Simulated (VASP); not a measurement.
# TiC (I4/mmm) in VASP: notebook

The runs below take TiC through single point, with r2SCAN.

Program: VASP 6.6.1. These are calculated values, not measurements. Logs are shortened: lines on timing, memory, paths and dates and some standing lists are left out, and cuts for length are marked.

## (1) The cell of the first run

The structure is tetragonal, space group I4/mmm (No. 139). The conventional cell has a = 3.231 Å, b = 3.231 Å, c = 3.884 Å, α = 90.00°, β = 90.00°, γ = 90.00°. Within 2.6 Å of Ti (site symmetry 4/mmm) lie 6 C at 1.94 to 2.28 Å. Within 2.6 Å of C (site symmetry 4/mmm) lie 6 Ti at 1.94 to 2.28 Å.

## (2) Single point, r2SCAN

File POSCAR:

```
TiC
1.0
    0.0000000000      2.2844638034      1.9417942329
    2.2844638034      0.0000000000      1.9417942329
    2.2844638034      2.2844638034      0.0000000000
Ti C
1 1
Direct
    0.0000000000      0.0000000000      0.0000000000
    0.5000000000      0.5000000000      0.5000000000
```

File INCAR.step1:

```
SYSTEM = TiC
PREC = Accurate
ENCUT = 520
ISMEAR = 0
SIGMA = 0.15
LREAL = .False.
LASPH = .True.
NELM = 80
NBANDS = 15
GGA = PE
ALGO = Normal
EDIFF = 1E-4
LWAVE = .True.
LCHARG = .False.
```

File INCAR.step2:

```
SYSTEM = TiC
PREC = Accurate
ENCUT = 520
EDIFF = 1E-6
ISMEAR = 0
SIGMA = 0.15
LREAL = .False.
LASPH = .True.
NELM = 80
ALGO = Normal
ISIF = 2
LWAVE = .False.
LCHARG = .True.
METAGGA = R2SCAN
LMIXTAU = .True.
LELF = .True.
LVHAR = .True.
NBANDS = 15
ISTART = 1
```

File KPOINTS:

```
Automatic mesh
0
Gamma
  26 26 26
  0 0 0
```

Potentials or basis: VASP PAW PBE potentials, release 64 (Ti_sv, C).

The run is started by

```bash
> cat potpaw_PBE.64/Ti_sv/POTCAR potpaw_PBE.64/C/POTCAR > POTCAR
> cp INCAR.step1 INCAR
> mpirun -np 1 vasp_std > vasp.out
> cp INCAR.step2 INCAR
> mpirun -np 1 vasp_std > vasp.out
```

OUTCAR:

```text
SYSTEM = TiC
   PREC = Accurate
   ENCUT = 520
   EDIFF = 1E-6
   ISMEAR = 0
   LREAL = .False.
   LASPH = .True.
   NELM = 80
   ISIF = 2
   METAGGA = R2SCAN
   ISTART = 1

 ion  position               nearest neighbor table
   1  0.000  0.000  0.000-   2 1.94   2 1.94   2 2.28   2 2.28   2 2.28   2 2.28
   2  0.500  0.500  0.500-   1 1.94   1 1.94   1 2.28   1 2.28   1 2.28   1 2.28

  LATTYP: Found a body centered tetragonal cell.
 ALAT       =     3.2307196935
 C/A-ratio  =     1.2020815280

  Lattice vectors:

 A1 = (   0.0000000000,  -2.2844638034,  -1.9417942329)
 A2 = (   0.0000000000,   2.2844638034,  -1.9417942329)
 A3 = (   2.2844638034,   0.0000000000,   1.9417942329)

Analysis of symmetry for initial positions (statically):
=====================================================================
 Subroutine PRICEL returns:
 Original cell was already a primitive cell.

 Routine SETGRP: Setting up the symmetry group for a
 body centered tetragonal supercell.

 Subroutine GETGRP returns: Found 16 space group operations
 (whereof 16 operations were pure point group operations)
 out of a pool of 16 trial point group operations.

The static configuration has the point symmetry D_4h.

Analysis of symmetry for dynamics (positions and initial velocities):
=====================================================================
 Subroutine PRICEL returns:
 Original cell was already a primitive cell.

 Routine SETGRP: Setting up the symmetry group for a
 body centered tetragonal supercell.

 Subroutine GETGRP returns: Found 16 space group operations
 (whereof 16 operations were pure point group operations)
 out of a pool of 16 trial point group operations.

The dynamic configuration has the point symmetry D_4h.

 Subroutine INISYM returns: Found 16 space group operations
 (whereof 16 operations are pure point group operations),
 and found     1 'primitive' translations

----------------------------------------------------------------------------------------

                                     Primitive cell

  volume of cell :      20.2676

  direct lattice vectors                    reciprocal lattice vectors
     0.000000000  2.284463803  1.941794233    -0.218869741  0.218869741  0.257493812
     2.284463803  0.000000000  1.941794233     0.218869741 -0.218869741  0.257493812
     2.284463803  2.284463803  0.000000000     0.218869741  0.218869741 -0.257493812

  length of vectors
     2.998222759  2.998222759  3.230719694     0.402630091  0.402630091  0.402630091

  position of ions in fractional coordinates (direct lattice)
     0.000000000  0.000000000  0.000000000
     0.500000000  0.500000000  0.500000000

  ion indices of the primitive-cell ions
   primitive index   ion index
                 1           1
                 2           2

----------------------------------------------------------------------------------------

 KPOINTS: Automatic mesh

Automatic generation of k-mesh.
 Grid dimensions read from file:
 generate k-points for:   26   26   26

 Generating k-lattice:

  Cartesian coordinates                     Fractional coordinates (reciprocal lattice)
    -0.008418067  0.008418067  0.009903608     0.038461538  0.000000000  0.000000000
     0.008418067 -0.008418067  0.009903608     0.000000000  0.038461538  0.000000000
     0.008418067  0.008418067 -0.009903608    -0.000000000 -0.000000000  0.038461538

  Length of vectors
     0.015485773  0.015485773  0.015485773

  Shift w.r.t. Gamma in fractional coordinates (k-lattice)
     0.000000000  0.000000000  0.000000000

 Subroutine IBZKPT returns following result:
 ===========================================

 Found   1330 irreducible k-points:

 Following reciprocal coordinates:
            Coordinates               Weight
  0.000000  0.000000  0.000000      1.000000
  0.038462  0.000000  0.000000      8.000000
  0.076923  0.000000  0.000000      8.000000
  0.115385  0.000000  0.000000      8.000000
  0.153846  0.000000  0.000000      8.000000
  0.192308  0.000000  0.000000      8.000000
[... 16 lines left out ...]
  0.346154  0.038462  0.000000      8.000000
  0.384615  0.038462  0.000000      8.000000
 [... further k-points ...]
   k-points           NKPTS =   1330   k-points in BZ     NKDIM =   1330   number of bands    NBANDS=     15
   number of dos      NEDOS =    301   number of ions     NIONS =      2
   total plane-waves  NPLWV =  13824
   dimension x,y,z NGX =    24 NGY =   24 NGZ =   24
   dimension x,y,z NGXF=    48 NGYF=   48 NGZF=   48
   ions per type =               1   1
   NGX,Y,Z   is equivalent  to a cutoff of  13.31, 13.31, 12.35 a.u.
   NGXF,Y,Z  is equivalent  to a cutoff of  26.62, 26.62, 24.70 a.u.
 SYSTEM =  TiC
   PREC   = accura    normal or accurate (medium, high low for compatibility)
   ISTART =      1    job   : 0-new  1-cont  2-samecut
   ICHARG =      0    charge: 1-file 2-atom 10-const
   ISPIN  =      1    spin polarized calculation?
   LNONCOLLINEAR =      F non collinear calculations
   LSORBIT =      F    spin-orbit coupling
   LASPH  =      T    aspherical Exc in radial PAW
   ENCUT  =  520.0 eV  38.22 Ry    6.18 a.u.   5.57  5.57  6.01*2*pi/ulx,y,z
   NELM   =     80;   NELMIN=  2; NELMDL=  0     # of ELM steps
   EDIFF  = 0.1E-05   stopping-criterion for ELM
   LREAL  =      F    real-space projection
   EDIFFG = 0.1E-04   stopping-criterion for IOM
   NSW    =      0    number of steps for IOM
   IBRION =     -1    ionic relax: 0-MD 1-quasi-New 2-CG
   NFREE  =      0    steps in history (QN), initial steepest desc. (CG)
   ISIF   =      2    stress and relaxation
   ISYM   =      2    0-nonsym 1-usesym 2-fastsym
   POTIM  = 0.5000    time-step for ionic-motion
   TEBEG  =    0.0;   TEEND  =   0.0 temperature during run
   PSTRESS=    0.0 pullay stress
   NELECT =      16.0000    total number of electrons
   NUPDOWN=      -1.0000    fix difference up-down
   EMIN   =  10.00;   EMAX   =-10.00  energy-range for DOS
   EFERMI =   0.00;   METHOD = LEGACY
   ISMEAR =     0;   SIGMA  =   0.15  broadening in eV -4-tet -1-fermi 0-gaus
   EFERMI_NEDOS =   21; number of points for ismear=-14 and -15
   IALGO  =     38    algorithm
   IMIX   =      4    mixing-type and parameters
     AMIX     =   0.40;   BMIX     =  1.00
     AMIX_MAG =   1.60;   BMIX_MAG =  1.00
  volume/ion in A,a.u.               =      10.13        68.39
  Fermi-wavevector in a.u.,A,eV,Ry     =   1.513030  2.859212 31.147275  2.289260
  Thomas-Fermi vector in A             =   2.622876
   LORBIT       =      0    0 simple, 1 ext, 2 COOP (PROOUT), +10 PAW based schemes
   METAGGA = R2SCAN    functional components
   LHFCALC =     F    Hartree Fock is set to
   AEXX    =    0.0000 exact exchange contribution
   IVDW    =     0    specifies the selected vdW correction
   LEPSILON=     F    determine dielectric tensor
   LRPA    =     F    only Hartree local field effects (RPA)
 non-spin polarized calculation
 Gauss-broadening in eV      SIGMA  =   0.15
  energy-cutoff  :      520.00
  volume of cell :       20.27
 maximum number of plane-waves:       566
   NGX = 11   NGY = 11   NGZ = 13

 number of electron      16.0000000 magnetization

 Free energy of the ion-electron system (eV)
  ---------------------------------------------------
  ext. energy  EPLUGINS =         0.00000000
  ---------------------------------------------------
  free energy    TOTEN  =       -24.31568000 eV

  energy without entropy =      -24.31265661  energy(sigma->0) =      -24.31416831

 E-fermi :   9.5904     XC(G=0): -13.5498

 val. band max:        9.5891146934   @ k =   0.3462   0.0000   0.3462
 cond. band min:       9.5908366232   @ k =  -0.0769   0.0769   0.0385
 fundamental gap:      0.0017219299
 Fermi energy:         9.5903823096

 k-point     1 :       0.0000    0.0000    0.0000
  band No.  band energies     occupation
      1     -49.3313      2.00000
      2     -24.3503      2.00000
      3     -24.3502      2.00000
      4     -24.3036      2.00000
      5      -3.7202      2.00000
      6      10.0854      0.00000
      7      10.0854      0.00000
      8      10.7111      0.00000
      9      10.9457      0.00000
     10      10.9457      0.00000
     11      11.1777      0.00000
     12      11.3109      0.00000
     13      11.7746      0.00000
     14      21.4980      0.00000
     15      24.6712      0.00000

 k-point     2 :       0.0385    0.0000    0.0000
  band No.  band energies     occupation
      1     -49.3301      2.00000
      2     -24.3549      2.00000
      3     -24.3519      2.00000
      4     -24.3069      2.00000
      5      -3.6840      2.00000
      6       9.9029      0.00322
      7       9.9145      0.00224
      8      10.4419      0.00000
      9      10.5360      0.00000
     10      11.1887      0.00000
     11      11.4425      0.00000
     12      11.5257      0.00000
     13      12.1086      0.00000
     14      21.5610      0.00000
     15      24.6631      0.00000

 k-point     3 :       0.0769    0.0000    0.0000
  band No.  band energies     occupation
      1     -49.3267      2.00000
      2     -24.3722      2.00000
      3     -24.3566      2.00000
      4     -24.3130      2.00000
      5      -3.5766      2.00000
      6       9.4197      1.89245
      7       9.4310      1.86719
      8      10.0466      0.00002
      9      10.4472      0.00000
     10      11.1644      0.00000
     11      11.7765      0.00000
     12      12.0891      0.00000
     13      12.7663      0.00000
     14      21.7352      0.00000
     15      24.6223      0.00000
[... 343 lines left out ...]
 k-point    23 :       0.3462    0.0385    0.0000
  band No.  band energies     occupation
      1     -49.2693      2.00000
      2     -24.7486      2.00000
      3     -24.4405      2.00000
      4     -24.3148      2.00000
      5      -1.2379      2.00000
      6       5.0716      2.00000
      7       6.6255      2.00000
      8       6.6475      2.00000
      9      11.7652      0.00000
     10      12.4231      0.00000
     11      13.6157      0.00000
     12      16.0496      0.00000
     13      17.5671      0.00000
     14      20.2743      0.00000
     15      25.2714      0.00000

 k-point    24 :       0.3846    0.0385    0.0000
  band No.  band energies     occupation
      1     -49.2618      2.00000
      2     -24.7972      2.00000
      3     -24.4500      2.00000
      4     -24.3141      2.00000
      5      -0.8067      2.00000
      6       4.4783      2.00000
      7       6.4059      2.00000
      8       6.4304      2.00000
      9      11.9286      0.00000
     10      12.7286      0.00000
     11      13.9002      0.00000
     12      16.4463      0.00000
     13      17.9391      0.00000
     14      19.7213      0.00000
     15      24.6514      0.00000

 [... further k-points ...]

------------------------ aborting loop because EDIFF is reached ----------------------------------------

  FORCE on cell =-STRESS in cart. coord.  units (eV):
  Direction    XX          YY          ZZ          XY          YZ          ZX
  --------------------------------------------------------------------------------------
  -------------------------------------------------------------------------------------
  Total       -2.0007041     -2.0007041      9.3656851      0.0000000      0.0000000      0.0000000
  in kB     -158.1581907   -158.1581907    740.3692442      0.0000000      0.0000000      0.0000000
  external PRESSURE =     141.3509543 kB  Pullay stress =       0.0000000 kB

 VOLUME and BASIS-vectors are now :
 -----------------------------------------------------------------------------
  energy-cutoff  :      520.00
  volume of cell :       20.27
      direct lattice vectors                 reciprocal lattice vectors
     0.000000000  2.284463803  1.941794233    -0.218869741  0.218869741  0.257493812
     2.284463803  0.000000000  1.941794233     0.218869741 -0.218869741  0.257493812
     2.284463803  2.284463803  0.000000000     0.218869741  0.218869741 -0.257493812

 POSITION                                       TOTAL-FORCE (eV/Angst)
 -----------------------------------------------------------------------------------
      0.00000      0.00000      0.00000        -0.000000      0.000000      0.000000
      2.28446      2.28446      1.94179         0.000000     -0.000000     -0.000000
 -----------------------------------------------------------------------------------
    total drift:                                0.000000     -0.000000     -0.000000

  FREE ENERGIE OF THE ION-ELECTRON SYSTEM (eV)
  ---------------------------------------------------
  free  energy   TOTEN  =       -24.3156800049 eV

  energy  without entropy=      -24.3126566081  energy(sigma->0) =      -24.31416831
```

It took 31 min on 1 thread of Oxide Virtual Turin-like, shared host; peak memory 0.46 GiB.

What came out:

```
Free energy            : -24.3157 eV
Pressure               : 14.1 GPa
Band gap on the k mesh : zero (bands 8 and 9 overlap by 2.52 eV)
```

Caveat: the stress differs along the axes, from -16 to 74 GPa; the PAW data sets were made with another functional, which shifts forces and pressure a little.

## (3) Single point, r2SCAN

This run uses another cell than the first one, of the same volume but with other edges.

File POSCAR:

```
TiC
1.0
    0.0000000000      2.0364019665      2.4436823598
    2.0364019665      0.0000000000      2.4436823598
    2.0364019665      2.0364019665      0.0000000000
Ti C
1 1
Direct
    0.0000000000      0.0000000000      0.0000000000
    0.5000000000      0.5000000000      0.5000000000
```

File INCAR.step1:

```
  ALGO = Normal
  EDIFF = 1E-4
  ENCUT = 520
  GGA = PE
  ISMEAR = 0
  LASPH = T
  LCHARG = F
  LREAL = F
  LWAVE = T
  NBANDS = 15
  NELM = 80
  PREC = Accurate
  SIGMA = 0.15
```

File INCAR.step2:

```
  ALGO = Normal
  EDIFF = 1E-7
  ENCUT = 520
  ISIF = 2
  ISMEAR = 0
  ISTART = 1
  LASPH = T
  LCHARG = F
  LMIXTAU = T
  LREAL = F
  LWAVE = F
  METAGGA = R2SCAN
  NBANDS = 15
  NELM = 80
  PREC = Accurate
  SIGMA = 0.15
```

File KPOINTS:

```
k-points
0
Gamma
  26 26 26
```

Potentials or basis: VASP PAW PBE potentials, release 64 (Ti_sv, C).

The run is started by

```bash
> cat potpaw_PBE.64/Ti_sv/POTCAR potpaw_PBE.64/C/POTCAR > POTCAR
> cp INCAR.step1 INCAR
> mpirun -np 1 vasp_std > vasp.out
> cp INCAR.step2 INCAR
> mpirun -np 1 vasp_std > vasp.out
```

It took 41 min on 1 thread of Oxide Virtual Turin-like, shared host; peak memory 0.47 GiB.

The run converged. Its results:

| Property | Result |
| --- | --- |
| Free energy | -24.3672 eV |
| Pressure | 16.4 GPa |
| Band gap on the k mesh | zero (bands 8 and 9 overlap by 2.25 eV) |

Stress tensor (GPa, compression positive):
```
 37.87   0.00   0.00
  0.00  37.87   0.00
  0.00   0.00 -26.53
```

Levels at points of the mesh, in eV from the Fermi level:
| k point | band 5 | band 6 | band 7 | band 8 | band 9 | band 10 | band 11 | band 12 |
| --- | --- | --- | --- | --- | --- | --- | --- | --- |
| (0.00, 0.00, 0.00) | -13.29 | -0.10 | 0.51 | 1.13 | 1.45 | 1.45 | 1.88 | 1.88 |
| (0.50, 0.00, 0.00) | -9.56 | -6.17 | -3.60 | -3.27 | 3.02 | 3.47 | 4.78 | 7.26 |
| (0.50, 0.50, 0.00) | -11.41 | -4.77 | -1.48 | 0.77 | 0.77 | 2.82 | 3.64 | 3.64 |
| (0.50, 0.00, 0.50) | -11.03 | -2.98 | -1.50 | -0.52 | -0.43 | 2.59 | 3.02 | 4.51 |

Caveat: the stress differs along the axes, from -27 to 38 GPa; the PAW data sets were made with another functional, which shifts forces and pressure a little.

The gap in the log of VASP goes by the Fermi energy; the results here count the filled bands.